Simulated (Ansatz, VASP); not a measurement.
# SrO in VASP and in Ansatz

File INCAR:

```
  ALGO = Normal
  EDIFF = 1E-6
  ENCUT = 600
  GGA = PE
  GGA_COMPAT = F
  ISIF = 2
  ISMEAR = -1
  LASPH = T
  LCHARG = F
  LREAL = F
  LWAVE = F
  NBANDS = 15
  NELM = 120
  PREC = Accurate
  SIGMA = 0.02
```

Contents of KPOINTS:

```
k-points
0
Gamma
  8 8 8
```

Contents of POSCAR:

```
SrO
1.0
    0.0000000000      2.8012158146      2.7922805169
    2.8012158146      0.0000000000      2.7922805169
    2.8012158146      2.8012158146      0.0000000000
Sr O
1 1
Direct
    0.0000000000      0.0000000000      0.0000000000
    0.2500000000      0.2500000000      0.2500000000
```

Input for Ansatz:

```yaml
crystal:
  lattice:
    - [0.0, 2.8012158146, 2.7922805169]
    - [2.8012158146, 0.0, 2.7922805169]
    - [2.8012158146, 2.8012158146, 0.0]
  atoms:
    - { symbol: Sr, position: [0.0, 0.0, 0.0] }
    - { symbol: O, position: [0.25, 0.25, 0.25] }
kpoints:
  mp_grid: { grid: [8, 8, 8] }
  band_path:
    path:
      - [0.0, 0.0, 0.0]
      - [-0.5, -0.5, 0.0]
      - [-0.375, -0.375, 0.25]
      - [-0.375, 0.0, 0.375]
      - [0.0, 0.0, 0.5]
      - [-0.5, -0.25, 0.25]
    npoints: 1
hamiltonian:
  xc: pbe
scf:
  occupations: { method: fermi_dirac, width: 0.02 }
  n_extra_bands: 4
output:
  forces: true
  stress: true
  eigenvalues: true
```

Change from the starting cell: biaxial_xy strain +0.3%.

Alike in both runs: task single point; functional PBE; k mesh 8 × 8 × 8; occupations fermi-dirac, width 0.02 eV; no spin polarisation.

|  | VASP | Ansatz |
| --- | --- | --- |
| version | VASP 6.6.1 | Ansatz 0.2.0 |
| potentials or method | VASP PAW PBE potentials, release 64 (Sr_sv, O) | plane waves, PAW |
| plane-wave cutoff (eV) | 600 | 420 |
| valence electrons in the cell | 16 | 16 |

```tsv
	VASP	Ansatz	Ansatz less VASP
gap on the k mesh at the Fermi level (eV)	2.51	2.50	-0.005
pressure (GPa)	0.9	0.6	-0.38
```

With one functional, cell and mesh, what is left measures potentials, basis and numerics.
